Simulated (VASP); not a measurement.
Runs of VASP 6.6.1 on K2S. The structure is that of space group Fm-3m (No. 225), or close to it. The cells are those of the table. 

```csv
level,cell,cutoff (eV),gap on the mesh (eV),pressure (GPa)
PBE,"a = 5.378 Å, angles 60.0°, 3 atoms",500,(a),-0.9
PBE,"a = 5.167 Å, angles 60.0°, 3 atoms",500,2.48,1.4
PBE,"a = 5.274 Å, angles 60.0°, 3 atoms",500,2.32,0.1
r2SCAN,"a = 5.288 Å, angles 60.0°, 3 atoms",550,2.68,-0.5
r2SCAN,"a = 5.184 Å, angles 60.0°, 3 atoms",550,2.83,0.7
r2SCAN,"a = 5.130 Å, angles 60.0°, 3 atoms",550,2.91,(b)
PBE,"a = 5.221 Å, angles 60.0°, 3 atoms",500,(c),0.7
r2SCAN,"a = 5.339 Å, angles 60.0°, 3 atoms",550,2.61,(d)
```

Alike in all rows: task single point; potentials or basis VASP PAW PBE potentials, release 64 (S, K_sv); no spin polarisation; k mesh 6 × 6 × 6; smearing gaussian 0.01 eV.

Estimate the missing entries.

(a) 2.18; (b) 1.5; (c) 2.40; (d) -1.0.

Caveats: the PAW data sets were made with another functional, which shifts forces and pressure a little (some runs).

A k mesh can miss the band edges.
